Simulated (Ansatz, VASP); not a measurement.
**Sr2C in VASP and in Ansatz**

```
C Sr
1.0
     0.04973    3.40987    3.40987
     3.40987    0.04973    3.40987
     3.40987    3.40987    0.04973
C Sr
1 2
Direct
  0.00000 0.00000 0.00000
  0.25000 0.25000 0.25000
  0.75000 0.75000 0.75000
```

Change from the starting cell: shear_111 strain +2.2%.

Alike in both runs: task single point; functional HSE06; k mesh 4 × 4 × 4; occupations fermi-dirac, width 0.02 eV; no spin polarisation.

```csv
,VASP,Ansatz
version,VASP 6.6.1,Ansatz 0.2.0
potentials or method,"VASP PAW PBE potentials, release 64 (C, Sr_sv)","plane waves, PAW"
plane-wave cutoff (eV),520,420
valence electrons in the cell,24,24
```

Ansatz gave:

* pressure (GPa): -0.6
* traceless stress, the component that is largest in VASP (GPa): -0.09
* rms of the force components (eV/Å): 0.005

Problem. Estimate VASP's values.

Solution. Pressure (GPa): -0.4; traceless stress, the component that is largest in VASP (GPa): -0.10; rms of the force components (eV/Å): 0.005.

Atom by atom the forces differ by 0.001 eV/Å (rms over components). With one functional, cell and mesh, what is left measures potentials, basis and numerics. Ansatz's warnings: stress exchange threshold loose, stress scf threshold loose.
